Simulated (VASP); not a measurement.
# SiC (P1) in VASP: a series of runs

Runs on SiC. Level: LDA. Tasks: single point.

Everything below comes from runs of VASP 6.6.1. Logs are shortened: lines on timing, memory, paths and dates and some standing lists are left out, and cuts for length are marked.

## (1) The cell of the first run

The typed cell holds 8 atoms: a = 3.076 Å, b = 3.076 Å, c = 10.101 Å, α = 89.13°, β = 88.25°, γ = 60.00°.

## (2) Single point, LDA

Contents of INCAR:

```
SYSTEM = SiC
PREC     = Accurate       ! precision mode
ENCUT    = 520            ! plane-wave cutoff, eV
EDIFF    = 1E-6           ! SCF threshold, eV
ISMEAR   = 0              ! smearing method
SIGMA    = 0.05           ! smearing width, eV
LREAL    = .FALSE.        ! projectors in reciprocal space
LASPH    = .TRUE.         ! aspherical terms in the spheres
NELM     = 60             ! most SCF steps
ALGO     = Normal         ! electronic algorithm
ISIF     = 2              ! what is computed and relaxed
LWAVE    = .FALSE.        ! write WAVECAR
LCHARG   = .TRUE.         ! write CHGCAR
LELF     = .TRUE.         ! ELF
LVHAR    = .TRUE.       
NBANDS   = 26             ! bands
```

Contents of KPOINTS:

```
regular mesh
0
G
  10 10 3
  0 0 0
```

Contents of POSCAR:

```
SiC
1.0
   -3.0759982064      0.0000000000      0.0000000000
   -1.5379991032     -2.6638925888      0.0000000000
   -0.3075998206      0.0000000000     10.0960000000
Si C
4 4
Direct
    0.2679583333      0.3333333333      0.6537500000
    0.3179583333      0.3333333333      0.1537500000
    0.5762916667      0.6666666667      0.9037500000
    0.6262916667      0.6666666667      0.4037500000
    0.2487083333      0.3333333333      0.8462500000
    0.2987083333      0.3333333333      0.3462500000
    0.6570416667      0.6666666667      0.0962500000
    0.6070416667      0.6666666667      0.5962500000
```

Potentials or basis: VASP PAW LDA potentials, release 64 (Si, C).

The run is started by

```sh
cat potpaw_LDA.64/Si/POTCAR potpaw_LDA.64/C/POTCAR > POTCAR
mpirun -np 1 vasp_std > vasp.out
```

OUTCAR:

```text
SYSTEM = SiC
   PREC = Accurate
   ENCUT = 520
   EDIFF = 1E-6
   ISMEAR = 0
   LREAL = .FALSE.
   LASPH = .TRUE.
   NELM = 60
   ISIF = 2

 ion  position               nearest neighbor table
   1  0.268  0.333  0.654-   8 1.87   8 1.87   8 1.87   5 1.94   4 3.09   3 3.09   3 3.09   4 3.09
                             3 3.09   4 3.09
   2  0.318  0.333  0.154-   7 1.87   7 1.87   7 1.87   6 1.94   3 2.94   4 3.09   4 3.09   4 3.09
                             3 3.10
   3  0.576  0.667  0.904-   5 1.87   5 1.87   5 1.87   7 1.97   2 2.94   1 3.09   1 3.09   1 3.09
                             2 3.10
   4  0.626  0.667  0.404-   6 1.87   6 1.87   6 1.87   8 1.94   1 3.09   2 3.09   2 3.09   1 3.09
                             2 3.09   1 3.09
   5  0.249  0.333  0.846-   3 1.87   3 1.87   3 1.87   1 1.94
   6  0.299  0.333  0.346-   4 1.87   4 1.87   4 1.87   2 1.94
   7  0.657  0.667  0.096-   2 1.87   2 1.87   2 1.87   3 1.97
   8  0.607  0.667  0.596-   1 1.87   1 1.87   1 1.87   4 1.94

  LATTYP: Found a base centered monoclinic cell.
 ALAT       =     3.0759982064
 B/A-ratio  =     1.7320508076
 C/A-ratio  =     3.2837095906
 COS(beta)  =    -0.0304533630

  Lattice vectors:

 A1 = (   1.5379991032,  -2.6638925888,   0.0000000000)
 A2 = (   1.5379991032,   2.6638925888,   0.0000000000)
 A3 = (  -0.3075998206,   0.0000000000,  10.0960000000)

Analysis of symmetry for initial positions (statically):
=====================================================================
 Subroutine PRICEL returns:
 Original cell was already a primitive cell.

 Routine SETGRP: Setting up the symmetry group for a
 base centered monoclinic supercell.

 Subroutine GETGRP returns: Found  1 space group operations
 (whereof  1 operations were pure point group operations)
 out of a pool of  4 trial point group operations.

The static configuration has the point symmetry C_1 .

Analysis of symmetry for dynamics (positions and initial velocities):
=====================================================================
 Subroutine PRICEL returns:
 Original cell was already a primitive cell.

 Routine SETGRP: Setting up the symmetry group for a
 base centered monoclinic supercell.

 Subroutine GETGRP returns: Found  1 space group operations
 (whereof  1 operations were pure point group operations)
 out of a pool of  4 trial point group operations.

The dynamic configuration has the point symmetry C_1 .

 Subroutine INISYM returns: Found  1 space group operations
 (whereof  1 operations are pure point group operations),
 and found     1 'primitive' translations

----------------------------------------------------------------------------------------

                                     Primitive cell

  volume of cell :      82.7279

  direct lattice vectors                    reciprocal lattice vectors
    -3.075998206  0.000000000  0.000000000    -0.325097719  0.187695255 -0.009904913
    -1.537999103 -2.663892589  0.000000000     0.000000000 -0.375390511  0.000000000
    -0.307599821  0.000000000 10.096000000     0.000000000  0.000000000  0.099049128

  length of vectors
     3.075998206  3.075998206 10.100684811     0.375521162  0.375390511  0.099049128

  position of ions in fractional coordinates (direct lattice)
     0.267958333  0.333333333  0.653750000
     0.317958333  0.333333333  0.153750000
     0.576291667  0.666666667  0.903750000
     0.626291667  0.666666667  0.403750000
     0.248708333  0.333333333  0.846250000
     0.298708333  0.333333333  0.346250000
     0.657041667  0.666666667  0.096250000
     0.607041667  0.666666667  0.596250000

  ion indices of the primitive-cell ions
   primitive index   ion index
                 1           1
                 2           2
                 3           3
                 4           4
                 5           5
                 6           6
                 7           7
                 8           8

----------------------------------------------------------------------------------------

 KPOINTS: regular mesh

Automatic generation of k-mesh.
 Grid dimensions read from file:
 generate k-points for:   10   10    3

 Generating k-lattice:

  Cartesian coordinates                     Fractional coordinates (reciprocal lattice)
    -0.032509772  0.018769526 -0.000990491     0.100000000  0.000000000  0.000000000
     0.000000000 -0.037539051  0.000000000     0.000000000  0.100000000  0.000000000
     0.000000000  0.000000000  0.033016376     0.000000000  0.000000000  0.333333333

  Length of vectors
     0.037552116  0.037539051  0.033016376

  Shift w.r.t. Gamma in fractional coordinates (k-lattice)
     0.000000000  0.000000000  0.000000000

 Subroutine IBZKPT returns following result:
 ===========================================

 Found    152 irreducible k-points:

 Following reciprocal coordinates:
            Coordinates               Weight
  0.000000  0.000000  0.000000      1.000000
  0.100000  0.000000  0.000000      2.000000
 -0.100000 -0.100000 -0.000000      2.000000
  0.200000  0.000000  0.000000      2.000000
 -0.200000 -0.200000 -0.000000      2.000000
  0.300000  0.000000  0.000000      2.000000
[... 16 lines left out ...]
  0.300000  0.400000  0.000000      2.000000
 -0.200000  0.100000 -0.000000      2.000000
 [... further k-points ...]
   k-points           NKPTS =    152   k-points in BZ     NKDIM =    152   number of bands    NBANDS=     26
   number of dos      NEDOS =    301   number of ions     NIONS =      8
   total plane-waves  NPLWV =  46080
   dimension x,y,z NGX =    24 NGY =   24 NGZ =   80
   dimension x,y,z NGXF=    48 NGYF=   48 NGZF=  160
   ions per type =               4   4
   NGX,Y,Z   is equivalent  to a cutoff of  12.97, 12.97, 13.17 a.u.
   NGXF,Y,Z  is equivalent  to a cutoff of  25.94, 25.94, 26.33 a.u.
 SYSTEM =  SiC
   PREC   = accura    normal or accurate (medium, high low for compatibility)
   ISTART =      0    job   : 0-new  1-cont  2-samecut
   ICHARG =      2    charge: 1-file 2-atom 10-const
   ISPIN  =      1    spin polarized calculation?
   LNONCOLLINEAR =      F non collinear calculations
   LSORBIT =      F    spin-orbit coupling
   LASPH  =      T    aspherical Exc in radial PAW
   ENCUT  =  520.0 eV  38.22 Ry    6.18 a.u.   5.72  5.72 18.78*2*pi/ulx,y,z
   NELM   =     60;   NELMIN=  2; NELMDL= -5     # of ELM steps
   EDIFF  = 0.1E-05   stopping-criterion for ELM
   LREAL  =      F    real-space projection
   EDIFFG = 0.1E-04   stopping-criterion for IOM
   NSW    =      0    number of steps for IOM
   IBRION =     -1    ionic relax: 0-MD 1-quasi-New 2-CG
   NFREE  =      0    steps in history (QN), initial steepest desc. (CG)
   ISIF   =      2    stress and relaxation
   ISYM   =      2    0-nonsym 1-usesym 2-fastsym
   POTIM  = 0.5000    time-step for ionic-motion
   TEBEG  =    0.0;   TEEND  =   0.0 temperature during run
   PSTRESS=    0.0 pullay stress
   NELECT =      32.0000    total number of electrons
   NUPDOWN=      -1.0000    fix difference up-down
   EMIN   =  10.00;   EMAX   =-10.00  energy-range for DOS
   EFERMI =   0.00;   METHOD = LEGACY
   ISMEAR =     0;   SIGMA  =   0.05  broadening in eV -4-tet -1-fermi 0-gaus
   EFERMI_NEDOS =   21; number of points for ismear=-14 and -15
   IALGO  =     38    algorithm
   IMIX   =      4    mixing-type and parameters
     AMIX     =   0.40;   BMIX     =  1.00
     AMIX_MAG =   1.60;   BMIX_MAG =  1.00
  volume/ion in A,a.u.               =      10.34        69.78
  Fermi-wavevector in a.u.,A,eV,Ry     =   1.192818  2.254099 19.358564  1.422814
  Thomas-Fermi vector in A             =   2.328847
   LORBIT       =      0    0 simple, 1 ext, 2 COOP (PROOUT), +10 PAW based schemes
   GGA     = CA    functional components
   LHFCALC =     F    Hartree Fock is set to
   AEXX    =    0.0000 exact exchange contribution
   IVDW    =     0    specifies the selected vdW correction
   LEPSILON=     F    determine dielectric tensor
   LRPA    =     F    only Hartree local field effects (RPA)
 non-spin polarized calculation
 Gauss-broadening in eV      SIGMA  =   0.05
  energy-cutoff  :      520.00
  volume of cell :       82.73
 maximum number of plane-waves:      2250
   NGX = 11   NGY = 11   NGZ = 37

 number of electron      31.9999999 magnetization

 Free energy of the ion-electron system (eV)
  ---------------------------------------------------
  ext. energy  EPLUGINS =         0.00000000
  ---------------------------------------------------
  free energy    TOTEN  =       -66.32158474 eV

  energy without entropy =      -66.32158474  energy(sigma->0) =      -66.32158474

 E-fermi :   8.7500     XC(G=0): -11.5527

 val. band max:        8.4651189432   @ k =   0.0000   0.0000   0.0000
 cond. band min:      10.6750209574   @ k =   0.3000  -0.4000   0.0000
 fundamental gap:      2.2099020142
 Fermi energy:         8.7499982459

 k-point     1 :       0.0000    0.0000    0.0000
  band No.  band energies     occupation
      1      -7.2697      2.00000
      2      -6.0812      2.00000
      3      -6.0712      2.00000
      4      -3.7196      2.00000
      5      -0.3381      2.00000
      6       3.9217      2.00000
[... 18 lines left out ...]
     25      15.4800      0.00000
     26      15.6040      0.00000

 k-point     2 :       0.1000    0.0000    0.0000
  band No.  band energies     occupation
      1      -7.0953      2.00000
      2      -5.9294      2.00000
      3      -5.8835      2.00000
      4      -3.5701      2.00000
      5      -0.1749      2.00000
      6       3.9546      2.00000
[... 18 lines left out ...]
     25      15.7364      0.00000
     26      15.9504      0.00000

 k-point     3 :      -0.1000   -0.1000   -0.0000
  band No.  band energies     occupation
      1      -7.0952      2.00000
      2      -5.9292      2.00000
      3      -5.8835      2.00000
      4      -3.5690      2.00000
      5      -0.1755      2.00000
      6       3.9593      2.00000
[... 18 lines left out ...]
     25      15.8262      0.00000
     26      15.9402      0.00000

 k-point     4 :       0.2000    0.0000    0.0000
  band No.  band energies     occupation
      1      -6.5782      2.00000
      2      -5.4496      2.00000
      3      -5.3612      2.00000
      4      -3.1397      2.00000
      5       0.2946      2.00000
      6       3.7454      2.00000
[... 18 lines left out ...]
     25      16.0131      0.00000
     26      16.9258      0.00000

 k-point     5 :      -0.2000   -0.2000   -0.0000
  band No.  band energies     occupation
      1      -6.5782      2.00000
      2      -5.4487      2.00000
      3      -5.3609      2.00000
      4      -3.1341      2.00000
      5       0.2907      2.00000
      6       3.7684      2.00000
[... 18 lines left out ...]
     25      15.9764      0.00000
     26      16.9537      0.00000

 k-point     6 :       0.3000    0.0000    0.0000
  band No.  band energies     occupation
      1      -5.7427      2.00000
      2      -4.6693      2.00000
      3      -4.5424      2.00000
      4      -2.5197      2.00000
      5       0.8896      2.00000
      6       2.1979      2.00000
[... 427 lines left out ...]
 k-point    21 :       0.4000    0.5000    0.0000
  band No.  band energies     occupation
      1      -4.0438      2.00000
      2      -3.1509      2.00000
      3      -3.0364      2.00000
      4      -2.1553      2.00000
      5       0.0727      2.00000
      6       0.3320      2.00000
[... 18 lines left out ...]
     25      17.4081      0.00000
     26      17.7222      0.00000

 k-point    22 :      -0.3000    0.1000    0.0000
  band No.  band energies     occupation
      1      -5.1052      2.00000
      2      -4.0719      2.00000
      3      -3.9495      2.00000
      4      -2.1705      2.00000
      5       0.8737      2.00000
      6       1.4592      2.00000
[... 18 lines left out ...]
     25      16.7542      0.00000
     26      17.3958      0.00000

 k-point    23 :       0.3000    0.4000    0.0000
  band No.  band energies     occupation
      1      -5.1079      2.00000
      2      -4.0665      2.00000
      3      -3.9500      2.00000
      4      -2.1246      2.00000
      5       0.7942      2.00000
      6       1.4772      2.00000
[... 18 lines left out ...]
     25      16.8301      0.00000
     26      17.5235      0.00000

 k-point    24 :      -0.2000    0.1000   -0.0000
  band No.  band energies     occupation
      1      -6.0721      2.00000
      2      -4.9624      2.00000
      3      -4.8754      2.00000
      4      -2.7442      2.00000
      5       0.7134      2.00000
      6       2.9906      2.00000
[... 18 lines left out ...]
     25      15.9404      0.00000
     26      16.7463      0.00000

 [... further k-points ...]
[... 5 lines left out ...]
  --------------------------------------------------------------------------------------
  -------------------------------------------------------------------------------------
  Total       -1.4697778     -1.0622646     -3.2357839     -0.2682910     -0.1113826      2.2550824
  in kB      -28.4649312    -20.5726936    -62.6668640     -5.1959443     -2.1571274     43.6737886
  external PRESSURE =     -37.2348296 kB  Pullay stress =       0.0000000 kB

 VOLUME and BASIS-vectors are now :
 -----------------------------------------------------------------------------
  energy-cutoff  :      520.00
  volume of cell :       82.73
      direct lattice vectors                 reciprocal lattice vectors
    -3.075998206  0.000000000  0.000000000    -0.325097719  0.187695255 -0.009904913
    -1.537999103 -2.663892589  0.000000000     0.000000000 -0.375390511  0.000000000
    -0.307599821  0.000000000 10.096000000     0.000000000  0.000000000  0.099049128

 POSITION                                       TOTAL-FORCE (eV/Angst)
 -----------------------------------------------------------------------------------
     -1.53800     -0.88796      6.60026        -0.064109      0.013088      0.703455
     -1.53800     -0.88796      1.55226         0.080954      0.037905      0.763814
     -3.07600     -1.77593      9.12426        -0.829189     -0.039914      0.793798
     -3.07600     -1.77593      4.07626         0.007830      0.000651      0.713040
     -1.53800     -0.88796      8.54374        -0.021443      0.047686     -0.753376
     -1.53800     -0.88796      3.49574         0.061797     -0.003653     -0.707175
     -3.07600     -1.77593      0.97174         0.767513     -0.057764     -0.795208
     -3.07600     -1.77593      6.01974        -0.003352      0.002000     -0.718348
 -----------------------------------------------------------------------------------
    total drift:                               -0.000556      0.000013     -0.000601

  FREE ENERGIE OF THE ION-ELECTRON SYSTEM (eV)
  ---------------------------------------------------
  free  energy   TOTEN  =       -66.3215847404 eV

  energy  without entropy=      -66.3215847404  energy(sigma->0) =      -66.32158474
```

Run time: 3.7 min. Hardware: 1 thread of Intel Xeon Platinum 8259CL at 2.50GHz (Skylake/Cascade Lake), shared host; peak memory 0.33 GiB.

What came out:

| Property | Result |
| --- | --- |
| Free energy | -66.3216 eV |
| Pressure | -3.7 GPa |
| Largest force | 1.149 eV/Å |
| Band gap on the k mesh | 2.21 eV, indirect (least direct gap 3.90 eV) |

Forces in eV/Å, atoms in the order of the input:
```
Si  -0.064  0.013  0.703
Si   0.081  0.038  0.764
Si  -0.829 -0.040  0.794
Si   0.008  0.001  0.713
C   -0.021  0.048 -0.753
C    0.062 -0.004 -0.707
C    0.768 -0.058 -0.795
C   -0.003  0.002 -0.718
```

Stress tensor (GPa, compression positive):
```
-2.85 -0.52  4.37
-0.52 -2.06 -0.22
 4.37 -0.22 -6.27
```

Caveat: forces of over 1 eV/Å act on the atoms, so gaps and moduli don't describe the material at rest. A k mesh can miss the band edges.

(Part 1 of 2 ends here.)
